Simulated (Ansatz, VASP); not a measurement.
# Ga3BAs4: VASP beside Ansatz

```
Ga B As
1.0
     5.51174    0.00000    0.00000
     0.00000    5.51174    0.00000
     0.00000    0.00000    5.51174
Ga B As
3 1 4
Direct
  0.00000 0.00000 0.50000
  0.00000 0.50000 0.00000
  0.50000 0.00000 0.00000
  0.50000 0.50000 0.50000
  0.72767 0.72767 0.72767
  0.72767 0.27233 0.27233
  0.27233 0.72767 0.27233
  0.27233 0.27233 0.72767
```

Alike in both runs: functional PBE; k mesh 8 × 8 × 8; occupations gaussian, width 0.02 eV; no spin polarisation.

Ansatz relaxed the structure, and its values are those at the end. VASP's run is a single point on that final structure, the one shown.

```csv
,VASP,Ansatz
version,VASP 6.6.1,Ansatz 0.2.0
potentials or method,"VASP PAW PBE potentials, release 64 (Ga_d, B, As), cutoff 520 eV","scalar-relativistic, plane waves, PAW"
valence electrons in the cell,62,102
```

VASP gave:

```
gap on the k mesh at the Fermi level (eV) : 0.54
least direct gap on the mesh (eV)         : 0.61
pressure (GPa)                            : 0.2
rms of the force components (eV/Å)        : 0.000
```

Question: What did Ansatz give for the same quantities?

Answer: gap on the k mesh at the Fermi level (eV): 0.54; least direct gap on the mesh (eV): 0.61; pressure (GPa): 0.0; rms of the force components (eV/Å): 0.004.

With one functional, cell and mesh, what is left measures potentials, basis and numerics. VASP's potentials hold 62 valence electrons a cell and Ansatz's 102, so a difference there can come from the potentials and not from the codes.
